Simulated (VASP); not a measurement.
# CuO (F-43m) in VASP: elastic constants with PBEsol

Aim: the elastic constants of CuO with PBEsol.

All numbers are computed with VASP 6.6.1; they aren't measurements. Logs are shortened: lines on timing, memory, paths and dates and some standing lists are left out, and cuts for length are marked.

**1. The cell of the first run**

It takes space group F-43m (No. 216, cubic). Conventional cell: a = 4.655 Å, b = 4.655 Å, c = 4.655 Å, α = 90.00°, β = 90.00°, γ = 90.00°. Cu (site symmetry -43m) has 4 O at 2.02 Å within 2.7 Å. Within 2.7 Å of O (site symmetry -43m) lie 4 Cu at 2.02 Å.

**2. Elastic constants, PBEsol**

INCAR reads:

```
PREC = Accurate
ENCUT = 600
EDIFF = 1E-8
ISMEAR = -1
SIGMA = 0.05
LREAL = False
LASPH = True
NELM = 80
ALGO = Normal
ISIF = 3
LWAVE = False
LCHARG = True
GGA = PS
IBRION = 6
NFREE = 2
POTIM = 0.015
NSW = 1
```

KPOINTS reads:

```
Automatic mesh
0
Gamma
  8 8 8
```

POSCAR reads:

```
CuO
1.0
    0.0000000000      2.3272527300      2.3272527300
    2.3272527300      0.0000000000      2.3272527300
    2.3272527300      2.3272527300      0.0000000000
Cu O
1 1
Direct
    0.0000000000      0.0000000000      0.0000000000
    0.2500000000      0.2500000000      0.2500000000
```

Potentials or basis: VASP PAW PBE potentials, release 64 (Cu, O).

Command:

```console
$ cat potpaw_PBE.64/Cu/POTCAR potpaw_PBE.64/O/POTCAR > POTCAR
$ mpirun -np 1 vasp_std > vasp.out
```

OUTCAR:

```text
PREC = Accurate
   ENCUT = 600
   EDIFF = 1E-8
   ISMEAR = -1
   LREAL = False
   LASPH = True
   NELM = 80
   ISIF = 3
   GGA = PS
   IBRION = 6
   NFREE = 2
   POTIM = 0.015
   NSW = 1

 ion  position               nearest neighbor table
   1  0.000  0.000  0.000-   2 2.02   2 2.02   2 2.02   2 2.02
   2  0.250  0.250  0.250-   1 2.02   1 2.02   1 2.02   1 2.02

  LATTYP: Found a face centered cubic cell.
 ALAT       =     4.6545054600

  Lattice vectors:

 A1 = (   0.0000000000,   2.3272527300,   2.3272527300)
 A2 = (   2.3272527300,   0.0000000000,   2.3272527300)
 A3 = (   2.3272527300,   2.3272527300,   0.0000000000)

Analysis of symmetry for initial positions (statically):
=====================================================================
 Subroutine PRICEL returns:
 Original cell was already a primitive cell.

 Routine SETGRP: Setting up the symmetry group for a
 face centered cubic supercell.

 Subroutine GETGRP returns: Found 24 space group operations
 (whereof 24 operations were pure point group operations)
 out of a pool of 48 trial point group operations.

The static configuration has the point symmetry T_d .

Analysis of symmetry for dynamics (positions and initial velocities):
=====================================================================
 Subroutine PRICEL returns:
 Original cell was already a primitive cell.

 Routine SETGRP: Setting up the symmetry group for a
 face centered cubic supercell.

 Subroutine GETGRP returns: Found 24 space group operations
 (whereof 24 operations were pure point group operations)
 out of a pool of 48 trial point group operations.

The dynamic configuration has the point symmetry T_d .

 Subroutine INISYM returns: Found 24 space group operations
 (whereof 24 operations are pure point group operations),
 and found     1 'primitive' translations

----------------------------------------------------------------------------------------

                                     Primitive cell

  volume of cell :      25.2093

  direct lattice vectors                    reciprocal lattice vectors
     0.000000000  2.327252730  2.327252730    -0.214845596  0.214845596  0.214845596
     2.327252730  0.000000000  2.327252730     0.214845596 -0.214845596  0.214845596
     2.327252730  2.327252730  0.000000000     0.214845596  0.214845596 -0.214845596

  length of vectors
     3.291232374  3.291232374  3.291232374     0.372123488  0.372123488  0.372123488

  position of ions in fractional coordinates (direct lattice)
     0.000000000  0.000000000  0.000000000
     0.250000000  0.250000000  0.250000000

  ion indices of the primitive-cell ions
   primitive index   ion index
                 1           1
                 2           2

----------------------------------------------------------------------------------------

 KPOINTS: Automatic mesh

Automatic generation of k-mesh.
 Grid dimensions read from file:
 generate k-points for:    8    8    8

 Generating k-lattice:

  Cartesian coordinates                     Fractional coordinates (reciprocal lattice)
    -0.026855700  0.026855700  0.026855700     0.125000000  0.000000000  0.000000000
     0.026855700 -0.026855700  0.026855700     0.000000000  0.125000000  0.000000000
     0.026855700  0.026855700 -0.026855700     0.000000000  0.000000000  0.125000000

  Length of vectors
     0.046515436  0.046515436  0.046515436

[... 109 lines left out ...]
  -------------------------------------------------------------------------------------
  Total       -2.4057373     -2.4057373     -2.4057373     -0.0000000     -0.0000000      0.0000000
  in kB     -152.8967135   -152.8967135   -152.8967135     -0.0000000     -0.0000000      0.0000000
  external PRESSURE =    -152.8967135 kB  Pullay stress =       0.0000000 kB
[... 89 lines left out ...]
  FREE ENERGIE OF THE ION-ELECTRON SYSTEM (eV)
  ---------------------------------------------------
  free  energy   TOTEN  =       -10.3006666938 eV

  energy  without entropy=      -10.2802042932  energy(sigma->0) =      -10.29043549

[... ionic steps 4 to 14 ...]

--------------------------------------- Ionic step       15  -------------------------------------------

 number of electron      16.9999997 magnetization

------------------------ aborting loop because EDIFF is reached ----------------------------------------
[... 67 lines left out ...]
--------------------------------------- Ionic step       17  -------------------------------------------

 number of electron      16.9999992 magnetization

 Free energy of the ion-electron system (eV)
  ---------------------------------------------------
  ext. energy  EPLUGINS =         0.00000000
  ---------------------------------------------------
  free energy    TOTEN  =       -10.26615085 eV

  energy without entropy =      -10.24518485  energy(sigma->0) =      -10.25566785

 E-fermi :   2.9080     XC(G=0): -10.8538

 val. band max:        2.8894990455   @ k =   0.5000   0.0000   0.0000
 cond. band min:       2.9093454991   @ k =   0.0000   0.5000   0.0000
 fundamental gap:      0.0198464536
 Fermi energy:         2.9080304122

 k-point     1 :       0.0000    0.0000    0.0000
  band No.  band energies     occupation
      1     -15.2918      2.00000
      2      -1.5137      2.00000
      3      -1.4777      2.00000
      4      -1.4408      2.00000
      5       1.0744      2.00000
      6       1.0748      2.00000
      7       3.6082      0.00000
      8       3.6135      0.00000
      9       3.6420      0.00000
     10       3.7112      0.00000
     11      16.6289      0.00000
     12      16.6382      0.00000
[... 331 lines left out ...]
 k-point    24 :      -0.3750    0.2500    0.1250
  band No.  band energies     occupation
      1     -14.6511      2.00000
      2      -2.1418      2.00000
      3      -1.4781      2.00000
      4      -1.0552      2.00000
      5       0.9460      2.00000
      6       1.1394      2.00000
      7       1.3263      2.00000
      8       2.1843      2.00000
      9       2.6197      1.99376
     10      10.0195      0.00000
     11      10.5467      0.00000
     12      13.9070      0.00000

 [... further k-points ...]

------------------------ aborting loop because EDIFF is reached ----------------------------------------

  FORCE on cell =-STRESS in cart. coord.  units (eV):
  Direction    XX          YY          ZZ          XY          YZ          ZX
  --------------------------------------------------------------------------------------
  -------------------------------------------------------------------------------------
  Total       -2.4038174     -2.4037882     -2.4037882      0.0000000      0.0127999      0.0000000
  in kB     -152.7746938   -152.7728388   -152.7728388      0.0000000      0.8134954      0.0000000
  external PRESSURE =    -152.7734572 kB  Pullay stress =       0.0000000 kB
[... 17 lines left out ...]
  FREE ENERGIE OF THE ION-ELECTRON SYSTEM (eV)
  ---------------------------------------------------
  free  energy   TOTEN  =       -10.2661508468 eV

  energy  without entropy=      -10.2451848538  energy(sigma->0) =      -10.25566785

 INTERNAL STRAIN TENSORS FROM STRAINED CELLS
 ============================================

 INTERNAL STRAIN TENSOR FOR ION    1 for displacements in x,y,z  (eV/Angst):
          X           Y           Z          XY          YZ          ZX
  --------------------------------------------------------------------------------
  x    -0.00000     0.00000     0.00000     0.00000     0.85873     0.00000
  y    -0.00000     0.00000     0.00000     0.00000    -0.00000     0.85821
  z    -0.00000     0.00000    -0.00000     0.85608    -0.00000     0.00000

 INTERNAL STRAIN TENSORS FROM DISPLACED ATOMS
 ============================================

 INTERNAL STRAIN TENSOR FOR ION    1 for displacements in x,y,z  (eV/Angst):
          X           Y           Z          XY          YZ          ZX
  --------------------------------------------------------------------------------
  x     0.00000     0.00000     0.00000     0.00000     0.85333    -0.00000
  y     0.00000     0.00000     0.00000    -0.00000     0.00000     0.85333
  z     0.00000     0.00000     0.00000     0.85333    -0.00000     0.00000

 INTERNAL STRAIN TENSOR FOR ION    2 for displacements in x,y,z  (eV/Angst):
          X           Y           Z          XY          YZ          ZX
  --------------------------------------------------------------------------------
  x     0.00000     0.00000     0.00000     0.00000    -0.85916    -0.00000
  y     0.00000     0.00000     0.00000    -0.00000     0.00000    -0.85916
  z     0.00000     0.00000     0.00000    -0.85916    -0.00000     0.00000

 Eigenvectors and eigenvalues of the dynamical matrix
 ----------------------------------------------------

   1 f  =    6.659917 THz    41.845495 2PiTHz  222.150929 cm-1    27.543192 meV
             X         Y         Z           dx          dy          dz
      0.000000  0.000000  0.000000     0.446833    0.000000   -0.000000
      1.163626  1.163626  1.163626    -0.894617    0.000000   -0.000000
[... 21 lines left out ...]
   6 f/i=    0.012325 THz     0.077440 2PiTHz    0.411117 cm-1     0.050972 meV
             X         Y         Z           dx          dy          dz
      0.000000  0.000000  0.000000    -0.873863   -0.185920   -0.046240
      1.163626  1.163626  1.163626    -0.436467   -0.092861   -0.023095

--------------------------------------------------------------------------------------------------------

 ELASTIC MODULI CONTR FROM IONIC RELAXATION (kBar)
 Direction    XX          YY          ZZ          XY          YZ          ZX
 --------------------------------------------------------------------------------
 XX          -0.0000     -0.0000     -0.0000     -0.0000     -0.0000     -0.0000
 YY          -0.0000     -0.0000     -0.0000     -0.0000     -0.0000      0.0000
 ZZ          -0.0000     -0.0000     -0.0000      0.0000     -0.0000     -0.0000
 XY          -0.0000     -0.0000      0.0000    -20.1429      0.0000      0.0000
 YZ          -0.0000     -0.0000     -0.0000      0.0000    -20.1429     -0.0000
 ZX          -0.0000      0.0000     -0.0000      0.0000     -0.0000    -20.1429
 --------------------------------------------------------------------------------

 TOTAL ELASTIC MODULI (kBar)
 Direction    XX          YY          ZZ          XY          YZ          ZX
 --------------------------------------------------------------------------------
 XX        1181.8123    829.4356    829.4356      0.0000     -0.0000     -0.0000
 YY         829.4356   1181.8123    829.4356     -0.0000     -0.0000      0.0000
 ZZ         829.4356    829.4356   1181.8123     -0.0000     -0.0000      0.0000
 XY           0.0000     -0.0000     -0.0000    450.2623      0.0000     -0.0000
 YZ          -0.0000     -0.0000     -0.0000      0.0000    450.2623     -0.0000
 ZX          -0.0000      0.0000      0.0000     -0.0000     -0.0000    450.2623
 --------------------------------------------------------------------------------
```

It took 12 min on 1 thread of Intel Xeon 8259CL, shared host; peak memory 0.25 GiB.

What came out:

```yaml
Elastic_constants_C11_C12_C44: 118, 83, 45 GPa
Voigt_bulk_modulus: 95 GPa
Highest_phonon_frequency_at_Γ_LO-TO_splitting_left_out: 222 cm⁻¹
```

Phonon frequencies in cm⁻¹ (negative: imaginary):
| q point | frequencies |
| --- | --- |
| (0.000, 0.000, 0.000) | 0 0 0 222 222 222 |

Elastic tensor in Voigt notation (GPa, in the Cartesian axes of the cell as first typed):
```
118  83  83   0   0   0
 83 118  83   0   0   0
 83  83 118   0   0   0
  0   0   0  45   0   0
  0   0   0   0  45   0
  0   0   0   0   0  45
```

Clamped-ion elastic tensor (GPa):
```
118  83  83   0   0   0
 83 118  83   0   0   0
 83  83 118   0   0   0
  0   0   0  47   0   0
  0   0   0   0  47   0
  0   0   0   0   0  47
```

Caveat: the cell is under stress, which shifts elastic constants; the PAW data sets were made with another functional, which shifts forces and pressure a little.
